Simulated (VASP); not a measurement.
Wanted: the native input for a VASP 6.6.1 run.

* Task: G0W0 quasiparticle levels
* Functional: PBEsol
* Potentials or basis: VASP PAW PBE potentials, release 64 (Ba_sv_GW, S_GW)
* Cutoff: 500 eV
* k mesh: 3 × 3 × 3
* Occupations: gaussian, width 0.01 eV
* Spin: no spin polarisation
* Dipole correction: no
* GW scheme: G0W0
* GW iterations: 1
* Cutoff of the response function: 120
* Frequency points: 96
* Empty bands: 100
* Further INCAR settings: ALGO = EVGW0; EDIFF = 1e-08; NBANDS = 108

The system is BaS.

```
Ba S
1.0
     0.00000    3.19375    3.19375
     3.19375    0.00000    3.19375
     3.19375    3.19375    0.00000
Ba S
1 1
Direct
  0.00000 0.00000 0.00000
  0.50000 0.50000 0.50000
```

One way to write it, as run:

POSCAR

```
BaS
1.0
    0.0000000000      3.1937500000      3.1937500000
    3.1937500000      0.0000000000      3.1937500000
    3.1937500000      3.1937500000      0.0000000000
Ba S
1 1
Direct
    0.0000000000      0.0000000000      0.0000000000
    0.5000000000      0.5000000000      0.5000000000
```

INCAR.step1

```
  PREC = Accurate
  ENCUT = 500
  EDIFF = 1E-8
  ISMEAR = 0
  SIGMA = 0.01
  LREAL = F
  LASPH = T
  NELM = 60
  ALGO = Normal
  LWAVE = T
  LCHARG = F
  GGA = PS
```

INCAR.step2

```
  PREC = Accurate
  ENCUT = 500
  EDIFF = 1E-8
  ISMEAR = 0
  SIGMA = 0.01
  LREAL = F
  LASPH = T
  NELM = 1
  ALGO = Exact
  LWAVE = T
  LCHARG = F
  GGA = PS
  NBANDS = 108
  LOPTICS = T
  ISTART = 1
```

INCAR.step3

```
  PREC = Accurate
  ENCUT = 500
  EDIFF = 1E-8
  ISMEAR = 0
  SIGMA = 0.01
  LREAL = F
  LASPH = T
  ALGO = EVGW0
  LWAVE = F
  LCHARG = F
  GGA = PS
  NELMGW = 1
  NBANDS = 108
  ENCUTGW = 120.0
  NOMEGA = 96
  PRECFOCK = Fast
  ISTART = 1
  NBANDSGW = 16
  OMEGAMAX = 30
```

KPOINTS

```
Automatic mesh
0
Gamma
  3 3 3
```

Potentials or basis: VASP PAW PBE potentials, release 64 (Ba_sv_GW, S_GW).

Command:

```console
$ cat potpaw_PBE.64/Ba_sv_GW/POTCAR potpaw_PBE.64/S_GW/POTCAR > POTCAR
$ cp INCAR.step1 INCAR
$ mpirun -np 1 vasp_std > vasp.out
$ cp INCAR.step2 INCAR
$ mpirun -np 1 vasp_std > vasp.out
$ cp INCAR.step3 INCAR
$ mpirun -np 1 vasp_std > vasp.out
```

Results of the run:

* Quasiparticle gap: 3.63 eV
* Least direct quasiparticle gap: 3.79 eV
* Band gap of the starting levels on the mesh: 2.37 eV
* Least direct gap of the starting levels on the mesh: 2.52 eV

Caveat: the k points lie up to 0.57 Å⁻¹ apart; bands, screening cutoff and mesh are small and nothing is extrapolated, so the quasiparticle values aren't converged; spin-orbit coupling is left out, which moves the levels of the heavy elements.

It took 83 s on 1 thread of Intel(R) Xeon(R) Platinum 8559C (Emerald Rapids), with other jobs on the host, peak memory 0.5 GiB.
